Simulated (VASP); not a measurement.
# Zr3S2 (R32) in VASP: further runs, part 2 of 2

VASP 6.6.1.

## Step 3: Single point, PBEsol

This run uses another cell than the first one, of 19.55 Å³/atom, 1.042 times its volume.

The input, INCAR:

```
SYSTEM = Zr3S2
  PREC = Accurate
  ENCUT = 520
  EDIFF = 1E-6
  ISMEAR = -1
  SIGMA = 0.05
  LREAL = .FALSE.
  LASPH = .TRUE.
  NELM = 60
  ALGO = Normal
  ISIF = 2
  LWAVE = .FALSE.
  LCHARG = .FALSE.
  GGA = PS
  NBANDS = 32
```

The input, KPOINTS:

```
Automatic mesh
0
G
  5 5 5
  0 0 0
```

The input, POSCAR:

```
Zr3S2
1.0
    2.8444872132      1.6422654583      3.4877732718
   -2.8444872132      1.6422654583      3.4877732718
    0.0000000000     -3.2845309165      3.4877732718
Zr S
3 2
Direct
    0.8387270000      0.5000000000      0.1612730000
    0.5000000000      0.1612730000      0.8387270000
    0.1612730000      0.8387270000      0.5000000000
    0.6650230000      0.6650230000      0.6650230000
    0.3349770000      0.3349770000      0.3349770000
```

Potentials or basis: VASP PAW PBE potentials, release 64 (Zr_sv, S).

Launch:

```bash
cat potpaw_PBE.64/Zr_sv/POTCAR potpaw_PBE.64/S/POTCAR > POTCAR
mpirun -np 1 vasp_std > vasp.out
```

OUTCAR:

```text
SYSTEM = Zr3S2
   PREC = Accurate
   ENCUT = 520
   EDIFF = 1E-6
   ISMEAR = -1
   LREAL = .FALSE.
   LASPH = .TRUE.
   NELM = 60
   ISIF = 2
   GGA = PS

 ion  position               nearest neighbor table
   1  0.839  0.500  0.161-   5 2.58   4 2.58   4 2.59   5 2.59   2 3.26   2 3.26   3 3.26   3 3.26
                             3 3.34   2 3.34   3 3.49   2 3.49
   2  0.500  0.161  0.839-   4 2.58   5 2.58   5 2.59   4 2.59   1 3.26   1 3.26   3 3.26   3 3.26
                             3 3.34   1 3.34   3 3.49   1 3.49
   3  0.161  0.839  0.500-   4 2.58   5 2.58   4 2.59   5 2.59   1 3.26   2 3.26   1 3.26   2 3.26
                             1 3.34   2 3.34   1 3.49   2 3.49
   4  0.665  0.665  0.665-   2 2.58   1 2.58   3 2.58   3 2.59   1 2.59   2 2.59
   5  0.335  0.335  0.335-   1 2.58   2 2.58   3 2.58   3 2.59   2 2.59   1 2.59

  LATTYP: Found a trigonal (rhomboedric) cell.
 ALAT       =     4.7908982182
 COS(alpha) =     0.2949757123

  Lattice vectors:

 A1 = (   2.8444872132,   1.6422654583,   3.4877732718)
 A2 = (  -2.8444872132,   1.6422654583,   3.4877732718)
 A3 = (   0.0000000000,  -3.2845309165,   3.4877732718)

Analysis of symmetry for initial positions (statically):
[... 176 lines left out ...]
 fundamental gap:      0.1304140458
 Fermi energy:         9.1975414833

 k-point     1 :       0.0000    0.0000    0.0000
  band No.  band energies     occupation
      1     -39.6860      2.00000
      2     -39.5871      2.00000
      3     -39.5871      2.00000
      4     -17.9280      2.00000
      5     -17.9007      2.00000
      6     -17.9007      2.00000
[... 654 lines left out ...]
     31      12.1873      0.00000
     32      12.5529      0.00000

------------------------ aborting loop because EDIFF is reached ----------------------------------------

  FORCE on cell =-STRESS in cart. coord.  units (eV):
  Direction    XX          YY          ZZ          XY          YZ          ZX
  --------------------------------------------------------------------------------------
  -------------------------------------------------------------------------------------
  Total        0.3247769      0.3247769     -1.0542792      0.0000000     -0.0000000      0.0000000
  in kB        5.3229071      5.3229071    -17.2790308      0.0000000     -0.0000000      0.0000000
  external PRESSURE =      -2.2110722 kB  Pullay stress =       0.0000000 kB

 VOLUME and BASIS-vectors are now :
 -----------------------------------------------------------------------------
  energy-cutoff  :      520.00
  volume of cell :       97.76
      direct lattice vectors                 reciprocal lattice vectors
     2.844487213  1.642265458  3.487773272     0.175778607  0.101485826  0.095571962
    -2.844487213  1.642265458  3.487773272    -0.175778607  0.101485826  0.095571962
     0.000000000 -3.284530917  3.487773272     0.000000000 -0.202971652  0.095571962

 POSITION                                       TOTAL-FORCE (eV/Angst)
 -----------------------------------------------------------------------------------
      0.96350      1.66884      5.23166        -0.009276     -0.016067      0.000000
      0.96350     -1.66884      5.23166        -0.009276      0.016067      0.000000
     -1.92701      0.00000      5.23166         0.018552      0.000000      0.000000
      0.00000      0.00000      6.95835        -0.000000     -0.000000     -0.017115
      0.00000      0.00000      3.50497        -0.000000      0.000000      0.017115
 -----------------------------------------------------------------------------------
    total drift:                                0.000000      0.000000      0.000000

  FREE ENERGIE OF THE ION-ELECTRON SYSTEM (eV)
  ---------------------------------------------------
  free  energy   TOTEN  =       -41.9358055111 eV

  energy  without entropy=      -41.9185569941  energy(sigma->0) =      -41.92718125
```

OSZICAR:

```text
N       E                     dE             d eps       ncg     rms          rms(c)
DAV:   1     0.439006772513E+03    0.43901E+03   -0.24917E+04  1224   0.147E+03
DAV:   2    -0.683403821804E+01   -0.44584E+03   -0.43047E+03  1440   0.410E+02
DAV:   3    -0.410788839153E+02   -0.34245E+02   -0.33255E+02  1952   0.901E+01
DAV:   4    -0.437407141951E+02   -0.26618E+01   -0.26504E+01  1816   0.222E+01
DAV:   5    -0.438437325230E+02   -0.10302E+00   -0.10301E+00  1776   0.412E+00    0.257E+01
DAV:   6    -0.420545204913E+02    0.17892E+01   -0.49459E+00  1464   0.111E+01    0.116E+01
DAV:   7    -0.419494133733E+02    0.10511E+00   -0.12613E+00  2024   0.494E+00    0.333E+00
DAV:   8    -0.419384406627E+02    0.10973E-01   -0.19800E-01  1448   0.202E+00    0.655E-01
DAV:   9    -0.419357906981E+02    0.26500E-02   -0.29994E-02  1552   0.766E-01    0.287E-01
DAV:  10    -0.419358217935E+02   -0.31095E-04   -0.43059E-03  1752   0.464E-01    0.538E-02
DAV:  11    -0.419358132307E+02    0.85628E-05   -0.19462E-04  1616   0.794E-02    0.580E-02
DAV:  12    -0.419358047463E+02    0.84844E-05   -0.50993E-05  1744   0.422E-02    0.166E-02
DAV:  13    -0.419358055111E+02   -0.76482E-06   -0.43259E-06  1400   0.139E-02
   1 F= -.41935806E+02 E0= -.41927181E+02  d E =-.172485E-01
```

Run time: 54 s. Hardware: 1 thread of Intel Xeon Platinum 8488C (Sapphire Rapids), shared host; peak memory 0.21 GiB.

Results:

- Free energy: -41.9358 eV
- Pressure: -0.2 GPa
- Largest force: 0.019 eV/Å
- Band gap on the k mesh: zero (band 24 reaches 9.31 eV, above the bottom of band 25 at 9.10 eV)

Forces in eV/Å, atoms in the order of the input:
```
Zr  -0.009 -0.016  0.000
Zr  -0.009  0.016  0.000
Zr   0.019  0.000  0.000
S    0.000  0.000 -0.017
S    0.000  0.000  0.017
```

Stress tensor (GPa, compression positive):
```
 0.53  0.00  0.00
 0.00  0.53  0.00
 0.00  0.00 -1.73
```

Caveat: the PAW data sets were made with another functional, which shifts forces and pressure a little.
